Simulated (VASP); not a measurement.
LaHg2, 3 atoms in the cell. The structure is trigonal, space group P-3m1 (No. 164). The conventional cell has a = 4.927 Å, b = 4.927 Å, c = 3.626 Å, α = 90.00°, β = 90.00°, γ = 120.00°. Within 4.3 Å of La (site symmetry -3m) lie 12 Hg at 3.28 to 3.47 Å and 2 La at 3.63 Å. Within 3.8 Å of Hg (site symmetry 3m) lie 5 Hg at 2.87 to 3.63 Å and 6 La at 3.28 to 3.47 Å. 

* Program: VASP 6.6.1
* Task: electric field gradients
* Functional: PBEsol
* Potentials or basis: VASP PAW PBE potentials, release 64 (La, Hg)
* Cutoff: 520 eV
* k mesh: 10 × 10 × 11
* Occupations: fermi-dirac, width 0.03 eV
* Spin: no spin polarisation
* Dipole correction: no
* Further INCAR settings: ALGO = Normal; EDIFF = 1e-08; NBANDS = 24

Potentials or basis: VASP PAW PBE potentials, release 64 (La, Hg).

The run is started by

```bash
$ cat potpaw_PBE.64/La/POTCAR potpaw_PBE.64/Hg/POTCAR > POTCAR
$ mpirun -np 1 vasp_std > vasp.out
```

Hardware: 1 thread of Intel(R) Xeon(R) 6975P-C (Granite Rapids) (shared host).

Problem. Estimate the wall time of this run.

Solution. Wall time 2.1 min on 1 thread of Intel(R) Xeon(R) 6975P-C (Granite Rapids), with other jobs on the host, peak memory 0.38 GiB. Counts: scf iterations 19, k points 124.
